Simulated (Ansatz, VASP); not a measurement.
**One calculation of NaScSe2, two programs**

```
Na Se Sc
1.0
     4.07146    0.00000    0.00000
     0.00000    4.07146    0.00000
     0.00000    0.00000   11.81811
Na Se Sc
2 4 2
Cartesian
  2.0357 0.0000 10.5031
  0.0000 2.0357 1.3150
  2.0357 0.0000 1.7686
  0.0000 2.0357 4.6486
  2.0357 0.0000 7.1695
  0.0000 2.0357 10.0495
  2.0357 0.0000 4.2588
  0.0000 2.0357 7.5593
```

Alike in both runs: task single point; functional r2SCAN; k mesh 6 × 6 × 2; no spin polarisation.

|  | VASP | Ansatz |
| --- | --- | --- |
| version | VASP 6.6.1 | Ansatz 0.2.0 |
| potentials or method | VASP PAW PBE potentials, release 64 (Na_pv, Se, Sc_sv) | plane waves, PAW |
| plane-wave cutoff (eV) | 520 | 500 |
| occupations | gaussian, width 0.01 eV | fixed |
| valence electrons in the cell | 60 | 104 |

VASP gave:

| Quantity | Value |
| --- | --- |
| gap on the k mesh at the Fermi level (eV) | 0.48 |
| pressure (GPa) | -3.0 |
| rms of the force components (eV/Å) | 0.132 |

**Question.** Estimate Ansatz's values.

**Answer.** gap on the k mesh at the Fermi level (eV): 0.48; pressure (GPa): -3.0; rms of the force components (eV/Å): 0.148.

VASP's potentials were made for PBE, not for r2SCAN. VASP's potentials hold 60 valence electrons a cell and Ansatz's 104, so a difference there can come from the potentials and not from the codes.
